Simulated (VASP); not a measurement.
Si, 2 atoms in the cell. The structure is hexagonal, space group P6_3/mmc (No. 194). The conventional cell has a = 2.566 Å, b = 2.566 Å, c = 4.152 Å, α = 90.00°, β = 90.00°, γ = 120.00°. Within 3.4 Å of Si (site symmetry -6m2) lie 12 Si at 2.55 to 2.57 Å. 

```yaml
Program: VASP 6.6.1
Task: single point
Functional: PBEsol
Potentials_or_basis: VASP PAW PBE potentials, release 64 (Si)
Cutoff: 520 eV
k_mesh: 11 × 11 × 6
Occupations: methfessel-paxton, width 0.1 eV
Spin: no spin polarisation
Dipole_correction: no
Further_INCAR_settings: ALGO = Normal; EDIFF = 1e-07; NBANDS = 11
```

Potentials or basis: VASP PAW PBE potentials, release 64 (Si).

The run is started by

```bash
$ cat potpaw_PBE.64/Si/POTCAR > POTCAR
$ mpirun -np 1 vasp_std > vasp.out
```

Hardware: 1 thread of AMD EPYC 7R43 64-Core Processor (Zen 3), with other jobs on the host.

Q: Estimate the wall time of this run.

A: Run time: 9.8 s on 1 thread of AMD EPYC 7R43 64-Core Processor (Zen 3) (shared host), peak memory 0.1 GiB. Counts: scf iterations 12, k points 64.
